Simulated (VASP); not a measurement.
# MgS (l.bB) (Fm-3m) in VASP: further runs

The runs below take MgS (l.bB) through single point, relaxation of cell and atoms, with LDA.

All numbers are computed with VASP 6.6.1; they aren't measurements. Logs are shortened: lines on timing, memory, paths and dates and some standing lists are left out, and cuts for length are marked.

### 1 The cell of the first run

The structure is cubic, space group Fm-3m (No. 225). The conventional cell has a = 5.190 Å, b = 5.190 Å, c = 5.190 Å, α = 90.00°, β = 90.00°, γ = 90.00°. Mg (site symmetry m-3m) has 6 S at 2.60 Å within 3.4 Å. S (site symmetry m-3m) has 6 Mg at 2.60 Å within 3.4 Å.

### 2 Single point, LDA

INCAR reads:

```
ALGO = Normal
EDIFF = 1E-6
ENCUT = 600
GGA = CA
GGA_COMPAT = F
ISIF = 2
ISMEAR = 0
LASPH = T
LCHARG = T
LELF = T
LREAL = F
LVHAR = T
LWAVE = F
NBANDS = 11
NELM = 120
PREC = Accurate
SIGMA = 0.1
```

KPOINTS reads:

```
k-points
0
Gamma
  6 6 6
```

POSCAR reads:

```
MgS
1.0
    0.0000000000      2.5950000000      2.5950000000
    2.5950000000      0.0000000000      2.5950000000
    2.5950000000      2.5950000000      0.0000000000
Mg S
1 1
Direct
    0.0000000000      0.0000000000      0.0000000000
    0.5000000000      0.5000000000      0.5000000000
```

Potentials or basis: VASP PAW LDA potentials, release 64 (Mg, S).

Run with:

```bash
> cat potpaw_LDA.64/Mg/POTCAR potpaw_LDA.64/S/POTCAR > POTCAR
> mpirun -np 1 vasp_std > vasp.out
```

OUTCAR:

```text
EDIFF = 1E-6
   ENCUT = 600
   GGA = CA
   ISIF = 2
   ISMEAR = 0
   LASPH = T
   LREAL = F
   NELM = 120
   PREC = Accurate

 ion  position               nearest neighbor table
   1  0.000  0.000  0.000-   2 2.60   2 2.60   2 2.60   2 2.60   2 2.60   2 2.60
   2  0.500  0.500  0.500-   1 2.60   1 2.60   1 2.60   1 2.60   1 2.60   1 2.60

  LATTYP: Found a face centered cubic cell.
 ALAT       =     5.1900000000

  Lattice vectors:

 A1 = (   0.0000000000,   2.5950000000,   2.5950000000)
 A2 = (   2.5950000000,   0.0000000000,   2.5950000000)
 A3 = (   2.5950000000,   2.5950000000,   0.0000000000)

Analysis of symmetry for initial positions (statically):
=====================================================================
 Subroutine PRICEL returns:
 Original cell was already a primitive cell.

 Routine SETGRP: Setting up the symmetry group for a
 face centered cubic supercell.

 Subroutine GETGRP returns: Found 48 space group operations
 (whereof 48 operations were pure point group operations)
 out of a pool of 48 trial point group operations.

The static configuration has the point symmetry O_h .

Analysis of symmetry for dynamics (positions and initial velocities):
=====================================================================
 Subroutine PRICEL returns:
 Original cell was already a primitive cell.

 Routine SETGRP: Setting up the symmetry group for a
 face centered cubic supercell.

 Subroutine GETGRP returns: Found 48 space group operations
 (whereof 48 operations were pure point group operations)
 out of a pool of 48 trial point group operations.

The dynamic configuration has the point symmetry O_h .

 Subroutine INISYM returns: Found 48 space group operations
 (whereof 48 operations are pure point group operations),
 and found     1 'primitive' translations

----------------------------------------------------------------------------------------

                                     Primitive cell

  volume of cell :      34.9496

  direct lattice vectors                    reciprocal lattice vectors
     0.000000000  2.595000000  2.595000000    -0.192678227  0.192678227  0.192678227
     2.595000000  0.000000000  2.595000000     0.192678227 -0.192678227  0.192678227
     2.595000000  2.595000000  0.000000000     0.192678227  0.192678227 -0.192678227

  length of vectors
     3.669884194  3.669884194  3.669884194     0.333728479  0.333728479  0.333728479

  position of ions in fractional coordinates (direct lattice)
     0.000000000  0.000000000  0.000000000
     0.500000000  0.500000000  0.500000000

  ion indices of the primitive-cell ions
   primitive index   ion index
                 1           1
                 2           2

----------------------------------------------------------------------------------------

 KPOINTS: k-points

Automatic generation of k-mesh.
 Grid dimensions read from file:
 generate k-points for:    6    6    6

 Generating k-lattice:

  Cartesian coordinates                     Fractional coordinates (reciprocal lattice)
    -0.032113038  0.032113038  0.032113038     0.166666667  0.000000000  0.000000000
     0.032113038 -0.032113038  0.032113038     0.000000000  0.166666667  0.000000000
     0.032113038  0.032113038 -0.032113038     0.000000000  0.000000000  0.166666667

  Length of vectors
     0.055621413  0.055621413  0.055621413

  Shift w.r.t. Gamma in fractional coordinates (k-lattice)
     0.000000000  0.000000000  0.000000000

 Subroutine IBZKPT returns following result:
 ===========================================

 Found     16 irreducible k-points:

 Following reciprocal coordinates:
            Coordinates               Weight
  0.000000  0.000000  0.000000      1.000000
  0.166667  0.000000  0.000000      8.000000
  0.333333  0.000000  0.000000      8.000000
  0.500000  0.000000  0.000000      4.000000
  0.166667  0.166667  0.000000      6.000000
  0.333333  0.166667  0.000000     24.000000
[... 8 lines left out ...]
 -0.333333  0.333333  0.166667     24.000000
 -0.333333  0.500000  0.166667     12.000000
   k-points           NKPTS =     16   k-points in BZ     NKDIM =     16   number of bands    NBANDS=     11
   number of dos      NEDOS =    301   number of ions     NIONS =      2
   total plane-waves  NPLWV =  27000
   dimension x,y,z NGX =    30 NGY =   30 NGZ =   30
   dimension x,y,z NGXF=    60 NGYF=   60 NGZF=   60
   ions per type =               1   1
   NGX,Y,Z   is equivalent  to a cutoff of  13.59, 13.59, 13.59 a.u.
   NGXF,Y,Z  is equivalent  to a cutoff of  27.18, 27.18, 27.18 a.u.
 SYSTEM =  unknown system
   PREC   = accura    normal or accurate (medium, high low for compatibility)
   ISTART =      0    job   : 0-new  1-cont  2-samecut
   ICHARG =      2    charge: 1-file 2-atom 10-const
   ISPIN  =      1    spin polarized calculation?
   LNONCOLLINEAR =      F non collinear calculations
   LSORBIT =      F    spin-orbit coupling
   LASPH  =      T    aspherical Exc in radial PAW
   ENCUT  =  600.0 eV  44.10 Ry    6.64 a.u.   7.33  7.33  7.33*2*pi/ulx,y,z
   NELM   =    120;   NELMIN=  2; NELMDL= -5     # of ELM steps
   EDIFF  = 0.1E-05   stopping-criterion for ELM
   LREAL  =      F    real-space projection
   EDIFFG = 0.1E-04   stopping-criterion for IOM
   NSW    =      0    number of steps for IOM
   IBRION =     -1    ionic relax: 0-MD 1-quasi-New 2-CG
   NFREE  =      0    steps in history (QN), initial steepest desc. (CG)
   ISIF   =      2    stress and relaxation
   ISYM   =      2    0-nonsym 1-usesym 2-fastsym
   POTIM  = 0.5000    time-step for ionic-motion
   TEBEG  =    0.0;   TEEND  =   0.0 temperature during run
   PSTRESS=    0.0 pullay stress
   NELECT =       8.0000    total number of electrons
   NUPDOWN=      -1.0000    fix difference up-down
   EMIN   =  10.00;   EMAX   =-10.00  energy-range for DOS
   EFERMI =   0.00;   METHOD = LEGACY
   ISMEAR =     0;   SIGMA  =   0.10  broadening in eV -4-tet -1-fermi 0-gaus
   EFERMI_NEDOS =   21; number of points for ismear=-14 and -15
   IALGO  =     38    algorithm
   IMIX   =      4    mixing-type and parameters
     AMIX     =   0.40;   BMIX     =  1.00
     AMIX_MAG =   1.60;   BMIX_MAG =  1.00
  volume/ion in A,a.u.               =      17.47       117.93
  Fermi-wavevector in a.u.,A,eV,Ry     =   1.001438  1.892444 13.644989  1.002878
  Thomas-Fermi vector in A             =   2.133860
   LORBIT       =      0    0 simple, 1 ext, 2 COOP (PROOUT), +10 PAW based schemes
   GGA     = CA    functional components
   LHFCALC =     F    Hartree Fock is set to
   AEXX    =    0.0000 exact exchange contribution
   IVDW    =     0    specifies the selected vdW correction
   LEPSILON=     F    determine dielectric tensor
   LRPA    =     F    only Hartree local field effects (RPA)
 non-spin polarized calculation
 Gauss-broadening in eV      SIGMA  =   0.10
  energy-cutoff  :      600.00
  volume of cell :       34.95
 maximum number of plane-waves:      1211
 NGX is ok and might be reduce to    30
   NGX = 15   NGY = 15   NGZ = 15

 number of electron       7.9999999 magnetization

 Free energy of the ion-electron system (eV)
  ---------------------------------------------------
  ext. energy  EPLUGINS =         0.00000000
  ---------------------------------------------------
  free energy    TOTEN  =        -9.57452642 eV

  energy without entropy =       -9.57452642  energy(sigma->0) =       -9.57452642

 E-fermi :   4.1631     XC(G=0): -10.0191

 val. band max:        3.6525200207   @ k =   0.0000   0.0000   0.0000
 cond. band min:       6.2244482337   @ k =   0.5000   0.5000   0.0000
 fundamental gap:      2.5719282129
 Fermi energy:         4.1630728920

 k-point     1 :       0.0000    0.0000    0.0000
  band No.  band energies     occupation
      1      -9.0320      2.00000
      2       3.6525      2.00000
      3       3.6525      2.00000
      4       3.6525      2.00000
      5       7.2036      0.00000
      6      11.4829      0.00000
      7      11.4829      0.00000
      8      11.4829      0.00000
      9      13.9244      0.00000
     10      13.9244      0.00000
     11      16.0222      0.00000

 k-point     2 :       0.1667    0.0000    0.0000
  band No.  band energies     occupation
      1      -8.7608      2.00000
      2       1.9757      2.00000
      3       3.4793      2.00000
      4       3.4793      2.00000
      5       8.3143      0.00000
      6      11.1875      0.00000
      7      11.7416      0.00000
      8      11.7416      0.00000
      9      13.1795      0.00000
     10      13.1795      0.00000
     11      15.8485      0.00000

 k-point     3 :       0.3333    0.0000    0.0000
  band No.  band energies     occupation
      1      -8.1024      2.00000
      2      -0.2819      2.00000
      3       3.1808      2.00000
      4       3.1808      2.00000
      5       8.2747      0.00000
      6      10.8394      0.00000
      7      10.8394      0.00000
      8      12.8708      0.00000
      9      14.9908      0.00000
     10      15.0710      0.00000
     11      15.0710      0.00000

 k-point     4 :       0.5000    0.0000    0.0000
  band No.  band energies     occupation
      1      -7.6775      2.00000
      2      -1.2974      2.00000
      3       3.0499      2.00000
      4       3.0499      2.00000
      5       8.0387      0.00000
      6      10.4010      0.00000
      7      10.4010      0.00000
      8      13.5769      0.00000
      9      15.6364      0.00000
     10      18.0567      0.00000
     11      18.0567      0.00000
[... 127 lines left out ...]
 k-point    14 :       0.5000    0.3333    0.1667
  band No.  band energies     occupation
      1      -7.6524      2.00000
      2      -0.1239      2.00000
      3       1.3971      2.00000
      4       2.3806      2.00000
      5       8.7733      0.00000
      6      10.1487      0.00000
      7      10.8239      0.00000
      8      13.3614      0.00000
      9      15.0972      0.00000
     10      18.3318      0.00000
     11      18.9036      0.00000

 k-point    15 :      -0.3333    0.3333    0.1667
  band No.  band energies     occupation
      1      -7.3634      2.00000
      2      -0.3747      2.00000
      3       0.8664      2.00000
      4       2.0154      2.00000
      5       8.8220      0.00000
      6      10.2283      0.00000
      7      12.2371      0.00000
      8      12.4473      0.00000
      9      15.7471      0.00000
     10      17.3581      0.00000
     11      19.3512      0.00000

 k-point    16 :      -0.3333    0.5000    0.1667
  band No.  band energies     occupation
      1      -7.2569      2.00000
      2      -0.1925      2.00000
      3       1.0014      2.00000
      4       1.3650      2.00000
      5       7.8994      0.00000
      6       9.7444      0.00000
      7      12.6561      0.00000
      8      13.3552      0.00000
      9      17.2510      0.00000
     10      18.5347      0.00000
     11      19.0298      0.00000

------------------------ aborting loop because EDIFF is reached ----------------------------------------

  FORCE on cell =-STRESS in cart. coord.  units (eV):
  Direction    XX          YY          ZZ          XY          YZ          ZX
  --------------------------------------------------------------------------------------
  -------------------------------------------------------------------------------------
  Total       -0.7114358     -0.7114358     -0.7114358      0.0000000      0.0000000      0.0000000
  in kB      -32.6140124    -32.6140124    -32.6140124      0.0000000      0.0000000      0.0000000
  external PRESSURE =     -32.6140124 kB  Pullay stress =       0.0000000 kB

 VOLUME and BASIS-vectors are now :
 -----------------------------------------------------------------------------
  energy-cutoff  :      600.00
  volume of cell :       34.95
      direct lattice vectors                 reciprocal lattice vectors
     0.000000000  2.595000000  2.595000000    -0.192678227  0.192678227  0.192678227
     2.595000000  0.000000000  2.595000000     0.192678227 -0.192678227  0.192678227
     2.595000000  2.595000000  0.000000000     0.192678227  0.192678227 -0.192678227

 POSITION                                       TOTAL-FORCE (eV/Angst)
 -----------------------------------------------------------------------------------
      0.00000      0.00000      0.00000        -0.000000      0.000000      0.000000
      2.59500      2.59500      2.59500         0.000000     -0.000000     -0.000000
 -----------------------------------------------------------------------------------
    total drift:                               -0.000000     -0.000000      0.000000

  FREE ENERGIE OF THE ION-ELECTRON SYSTEM (eV)
  ---------------------------------------------------
  free  energy   TOTEN  =        -9.5745264199 eV

  energy  without entropy=       -9.5745264199  energy(sigma->0) =       -9.57452642
```

Run time: 7.6 s. Hardware: 1 thread of Intel Xeon 6975P-C, shared host; peak memory 0.15 GiB.

Results:

- Free energy: -9.5745 eV
- Pressure: -3.3 GPa
- Band gap on the k mesh: 2.57 eV, indirect (least direct gap 3.55 eV)

### 3 Single point, LDA

This run uses another cell than the first one, of 16.87 Å³/atom, 0.966 times its volume.

INCAR reads:

```
ALGO     = Normal         # electronic algorithm
EDIFF    = 1E-6           # SCF threshold, eV
ENCUT    = 600            # plane-wave cutoff, eV
GGA_COMPAT= F            
ISIF     = 2              # what is computed and relaxed
ISMEAR   = 0              # smearing method
LASPH    = T              # aspherical terms in the spheres
LCHARG   = F              # write CHGCAR
LREAL    = F              # projectors in reciprocal space
LWAVE    = F              # write WAVECAR
NBANDS   = 11             # bands
NELM     = 120            # most SCF steps
PREC     = Accurate       # precision mode
SIGMA    = 0.02           # smearing width, eV
```

KPOINTS reads:

```
k-points
0
Gamma
  8 8 8
```

POSCAR reads:

```
MgS
1.0
    0.0000000000      2.5648456085      2.5648456085
    2.5648456085      0.0000000000      2.5648456085
    2.5648456085      2.5648456085      0.0000000000
Mg S
1 1
Direct
    0.0000000000      0.0000000000      0.0000000000
    0.5000000000      0.5000000000      0.5000000000
```

Potentials or basis: VASP PAW LDA potentials, release 64 (Mg, S).

Run with:

```bash
> cat potpaw_LDA.64/Mg/POTCAR potpaw_LDA.64/S/POTCAR > POTCAR
> mpirun -np 1 vasp_std > vasp.out
```

Run time: 10 s. Hardware: 1 thread of Intel Xeon 6975P-C, shared host; peak memory 0.15 GiB.

Results (log left out):

```yaml
Free_energy: -9.5924 eV
Pressure: -0.6 GPa
Band_gap_on_the_k_mesh: 2.65 eV, indirect (least direct gap 3.84 eV)
```

Levels at points of the mesh, in eV from the valence-band top:
| k point | band 1 | band 2 | band 3 | band 4 | band 5 | band 6 | band 7 | band 8 |
| --- | --- | --- | --- | --- | --- | --- | --- | --- |
| (0.00, 0.00, 0.00) | -12.89 | 0.00 | 0.00 | 0.00 | 3.84 | 7.81 | 7.81 | 7.81 |
| (0.50, 0.00, 0.00) | -11.44 | -5.14 | -0.64 | -0.64 | 4.44 | 6.79 | 6.79 | 10.30 |
| (0.50, 0.50, 0.00) | -11.03 | -4.48 | -1.81 | -1.81 | 2.65 | 4.12 | 12.22 | 12.88 |

A k mesh can miss the band edges. A hybrid or GW would open this gap; LDA tends to underestimate it.

### 4 Single point, LDA

This run uses another cell than the first one, of 16.87 Å³/atom, 0.966 times its volume.

INCAR reads:

```
SYSTEM = MgS
PREC     = Accurate       ! precision mode
ENCUT    = 600            ! plane-wave cutoff, eV
EDIFF    = 1E-6           ! SCF threshold, eV
ISMEAR   = 0              ! smearing method
SIGMA    = 0.02           ! smearing width, eV
LREAL    = .FALSE.        ! projectors in reciprocal space
LASPH    = .TRUE.         ! aspherical terms in the spheres
NELM     = 120            ! most SCF steps
ALGO     = Normal         ! electronic algorithm
ISIF     = 2              ! what is computed and relaxed
LWAVE    = .FALSE.        ! write WAVECAR
LCHARG   = .TRUE.         ! write CHGCAR
LELF     = .TRUE.         ! ELF
LVHAR    = .TRUE.       
NBANDS   = 11             ! bands
GGA_COMPAT= .FALSE.
```

KPOINTS reads:

```
regular mesh
0
G
  8 8 8
  0 0 0
```

POSCAR is that of step 3.

Run with:

```bash
> cat potpaw_LDA.64/Mg/POTCAR potpaw_LDA.64/S/POTCAR > POTCAR
> mpirun -np 1 vasp_std > vasp.out
```

Wall time 13 s (1 thread of Intel Xeon 6975P-C, shared host); peak memory 0.16 GiB.

The run converged. Its results:

```
Free energy            : -9.5924 eV
Pressure               : -0.6 GPa
Band gap on the k mesh : 2.65 eV, indirect (least direct gap 3.84 eV)
```

Levels at points of the mesh, in eV from the valence-band top:
```
           k point  band 1  band 2  band 3  band 4  band 5  band 6  band 7  band 8  band 9
(0.00, 0.00, 0.00)  -12.89    0.00    0.00    0.00    3.84    7.81    7.81    7.81   10.31
(0.50, 0.00, 0.00)  -11.44   -5.14   -0.64   -0.64    4.44    6.79    6.79   10.30   12.19
(0.50, 0.50, 0.00)  -11.03   -4.48   -1.81   -1.81    2.65    4.12   12.22   12.88   13.53
```

A k mesh can miss the band edges. LDA gaps usually lie below the measured ones, often by a third to a half.

### 5 Relaxation of cell and atoms, LDA

INCAR reads:

```
SYSTEM = MgS
ALGO = Normal
EDIFF = 1E-7
EDIFFG = -0.002
ENCUT = 600
GGA = CA
GGA_COMPAT = .False.
IBRION = 2
ISIF = 3
ISMEAR = 0
LASPH = .True.
LCHARG = .False.
LREAL = .False.
LWAVE = .False.
NELM = 120
NELMIN = 4
NSW = 100
PREC = Accurate
SIGMA = 0.02
```

KPOINTS reads:

```
k-points
0
Gamma
  8 8 8
  0 0 0
```

POSCAR reads:

```
MgS
1.0
    0.0000000000      2.5950000000      2.5950000000
    2.5950000000      0.0000000000      2.5950000000
    2.5950000000      2.5950000000      0.0000000000
Mg S
1 1
Direct
    0.0000000000      0.0000000000      0.0000000000
    0.5000000000      0.5000000000      0.5000000000
```

Run with:

```bash
> cat potpaw_LDA.64/Mg/POTCAR potpaw_LDA.64/S/POTCAR > POTCAR
> mpirun -np 1 vasp_std > vasp.out
```

Run time: 21 s. Hardware: 1 thread of Intel Xeon 6975P-C, shared host; peak memory 0.16 GiB.

It converged, with:

| Property | Result |
| --- | --- |
| Free energy | -9.5929 eV |
| Relaxed volume | 16.76 Å³/atom |
| Relaxed cell | a = 3.619 Å, b = 3.619 Å, c = 3.619 Å, α = 60.00°, β = 60.00°, γ = 60.00° |
| Space group after relaxing (to 0.05 Å) | Fm-3m (No. 225) |
| Energy gained by relaxing | 7.6 meV/atom |
| Ionic steps | 3 |
| Pressure after relaxing | 0.0 GPa |
| Band gap on the k mesh | 2.66 eV, indirect (least direct gap 3.89 eV) |

Step by step:
```csv
step,energy change (eV),largest force (eV/Å),pressure (GPa),volume (Å³)
1,0.0000,0.0000,-3.28,34.95
2,-0.0143,0.0000,0.89,33.17
3,-0.0152,0.0000,0.00,33.51
```

Final structure:
```xyz
2
Lattice="0.0000 2.5589 2.5589 2.5589 0.0000 2.5589 2.5589 2.5589 0.0000" Properties=species:S:1:pos:R:3 pbc="T T T"
Mg    0.0000    0.0000    0.0000
S     2.5589    2.5589    2.5589
```

Levels at points of the mesh, in eV from the valence-band top:
```tsv
k point	band 2	band 3	band 4	band 5	band 6	band 7
(0.00, 0.00, 0.00)	0.00	0.00	0.00	3.89	7.80	7.80
(0.50, 0.00, 0.00)	-5.18	-0.65	-0.65	4.45	6.80	6.80
(0.50, 0.50, 0.00)	-4.52	-1.82	-1.82	2.66	4.09	12.29
```

### 6 Overview

| task | cell | k mesh | smearing | gap on the mesh (eV) | pressure (GPa) |
| --- | --- | --- | --- | --- | --- |
| single point | a = 3.670 Å, angles 60.0°, 2 atoms | 6 × 6 × 6 | gaussian 0.1 eV | 2.57 | -3.3 |
| single point | a = 3.627 Å, angles 60.0°, 2 atoms | 8 × 8 × 8 | gaussian 0.02 eV | 2.65 | -0.6 |
| relaxation of cell and atoms | relaxed from a = 3.670 Å, angles 60.0°, 2 atoms | 8 × 8 × 8 | gaussian 0.02 eV | 2.66 | 0.0 |

Alike in all rows: level LDA; potentials or basis VASP PAW LDA potentials, release 64 (Mg, S); no spin polarisation; cutoff (eV) 600.

Total energies depend on the potentials used, so only differences within one code and one set of settings carry meaning.
